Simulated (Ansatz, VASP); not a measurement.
# Two plane-wave programs on Si2Ni

File INCAR:

```
SYSTEM = Si2Ni
PREC     = Accurate       ! precision mode
ENCUT    = 690            ! plane-wave cutoff, eV
EDIFF    = 1E-6           ! SCF threshold, eV
ISMEAR   = -1             ! smearing method
SIGMA    = 0.05           ! smearing width, eV
LREAL    = .False.        ! projectors in reciprocal space
LASPH    = .True.         ! aspherical terms in the spheres
NELM     = 200            ! most SCF steps
ALGO     = Normal         ! electronic algorithm
ISIF     = 2              ! what is computed and relaxed
LWAVE    = .False.        ! write WAVECAR
LCHARG   = .False.        ! write CHGCAR
ISPIN    = 2              ! spin polarisation
MAGMOM   = 1.2 0 0        ! initial moments
LORBIT   = 11             ! projections on sites
NUPDOWN  = 1.2            ! fixed moment
LMAXMIX  = 4              ! l up to which the mixer works
GGA      = PE             ! functional
NBANDS   = 24             ! bands
GGA_COMPAT= .False.
```

File KPOINTS:

```
regular mesh
0
Gamma
  7 7 7
  0 0 0
```

File POSCAR:

```
Si2Ni
1.0
    0.0000000000      2.7030000000      2.7030000000
    2.7030000000      0.0000000000      2.7030000000
    2.7030000000      2.7030000000      0.0000000000
Ni Si
1 2
Direct
    0.0000000000      0.0000000000      0.0000000000
    0.7500000000      0.7500000000      0.7500000000
    0.2500000000      0.2500000000      0.2500000000
```

input.yaml

```yaml
crystal:
  lattice:
    - [0.0, 2.703, 2.703]
    - [2.703, 0.0, 2.703]
    - [2.703, 2.703, 0.0]
  atoms:
    - { symbol: Ni, position: [0.0, 0.0, 0.0], spin: 1.2 }
    - { symbol: Si, position: [0.75, 0.75, 0.75] }
    - { symbol: Si, position: [0.25, 0.25, 0.25] }
hamiltonian:
  xc: pbe
  pseudopotentials: { kind: paw }
magnetization:
  spin_polarized: true
  initial_magnetization: 1.2
  spin_locking: { lock_magnetization: hard }
kpoints:
  mp_grid: { grid: [7, 7, 7] }
scf:
  occupations: { method: fermi_dirac, width: 0.05 }
  lower_state_search: "off"
output:
  forces: true
  stress: true
  eigenvalues: true
```

Alike in both runs: task single point; functional PBE; k mesh 7 × 7 × 7; occupations fermi-dirac, width 0.05 eV; collinear spin; fixed moment 1.2 μB.

```csv
,VASP,Ansatz
version,VASP 6.6.1,Ansatz 0.2.0
potentials or method,"VASP PAW PBE potentials, release 64 (Ni_sv_GW, Si)",Ansatz PAW
plane-wave cutoff (eV),690,420
valence electrons in the cell,26,26
```

VASP gave:

* pressure (GPa): 11.6
* net moment per atom (μB): 0.40
* size of the moment on the site where the two differ most (μB): 0.15

Question: Estimate Ansatz's values.

Answer: Pressure (GPa): 8.5; net moment per atom (μB): 0.40; size of the moment on the site where the two differ most (μB): 0.17.

Site moments also hang on the region over which each program counts them.
